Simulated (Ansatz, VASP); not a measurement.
## Pt in VASP and in Ansatz

The input INCAR:

```
  ALGO = Normal
  EDIFF = 1E-7
  EDIFFG = -0.005
  ENCUT = 600
  GGA = PE
  IBRION = 2
  ISIF = 3
  ISMEAR = -1
  LASPH = T
  LCHARG = F
  LREAL = F
  LWAVE = F
  NELM = 80
  NSW = 100
  PREC = Accurate
  SIGMA = 0.08
```

KPOINTS

```
k-points
0
Gamma
  12 12 12
```

The input POSCAR:

```
Pt
1.0
    2.6284246800      0.0000000000      0.0000000000
    0.0000000000      2.6284246800      0.0000000000
    0.0000000000      0.0000000000      2.6284246800
Pt
1
Direct
    0.0000000000      0.0000000000      0.0000000000
```

Input for Ansatz:

```yaml
crystal:
  lattice:
    - [2.62842468, 0.0, 0.0]
    - [0.0, 2.62842468, 0.0]
    - [0.0, 0.0, 2.62842468]
  atoms:
    - { symbol: Pt, position: [0.0, 0.0, 0.0] }
kpoints:
  mp_grid: { grid: [12, 12, 12] }
scf:
  occupations: { method: fermi_dirac, width: 0.08 }
hamiltonian:
  xc: pbe
  pseudopotentials: { kind: paw }
output:
  forces: true
  stress: true
relax:
  f_tol: 0.005
  max_steps: 80
  cell: {}
```

Alike in both runs: task relaxation of cell and atoms; functional PBE; k mesh 12 × 12 × 12; occupations fermi-dirac, width 0.08 eV; no spin polarisation.

|  | VASP | Ansatz |
| --- | --- | --- |
| version | VASP 6.6.1 | Ansatz 0.2.0 |
| potentials or method | VASP PAW PBE potentials, release 64 (Pt) | PAW with Ansatz's default frozen-core files, scalar-relativistic |
| plane-wave cutoff (eV) | 600 | 420 |
| valence electrons in the cell | 10 | 18 |

|  | VASP | Ansatz | Ansatz less VASP |
| --- | --- | --- | --- |
| relaxed volume (Å³/atom) | 18.05 | 18.09 | +0.038 |
| relaxed cell length with the largest relative difference (Å) | 2.623 | 2.625 | +0.0019 |

VASP's potentials hold 10 valence electrons a cell and Ansatz's 18, so a difference there can come from the potentials and not from the codes.

Spin-orbit coupling is off throughout.
